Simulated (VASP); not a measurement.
**CdTe: single point with PBEsol**

The system is CdTe.

```
CELL_PARAMETERS angstrom
0.00000 3.20065 3.20065
3.20065 0.00000 3.20065
3.20065 3.20065 0.00000
ATOMIC_POSITIONS crystal
Cd 0.00000 0.00000 0.00000
Te 0.25000 0.25000 0.25000
```

This cell differs from its parent crystal: volume scaled by 0.960.

| Item | Value |
| --- | --- |
| Program | VASP 6.6.1 |
| Task | single point |
| Functional | PBEsol |
| Potentials or basis | VASP PAW PBE potentials, release 64 (Cd, Te) |
| Cutoff | 520 eV |
| k mesh | 10 × 10 × 10 |
| Occupations | gaussian, width 0.05 eV |
| Spin | no spin polarisation |

| Property | Result |
| --- | --- |
| Pressure | 2.1 GPa |
| Band gap on the k mesh | 0.77 eV, direct |

Levels at points of the mesh, in eV from the valence-band top:
```tsv
k point	band 5	band 6	band 7	band 8	band 9	band 10	band 11	band 12	band 13	band 14
(0.00, 0.00, 0.00)	-8.10	-8.10	0.00	0.00	0.00	0.77	4.52	4.52	4.52	7.35
(0.50, 0.00, 0.00)	-8.09	-7.72	-4.69	-0.84	-0.84	1.77	5.11	5.11	6.95	8.67
(0.50, 0.50, 0.00)	-8.06	-7.57	-4.53	-2.02	-2.02	2.40	2.58	8.93	9.26	9.26
```

Wall time 53 s on 1 thread of Intel(R) Xeon(R) Platinum 8259CL CPU @ 2.50GHz (Skylake/Cascade Lake), on a shared host, peak memory 0.23 GiB.

Caveat: the PAW data sets were made with another functional, which shifts forces and pressure a little; spin-orbit coupling is left out, which moves the levels of the heavy elements.
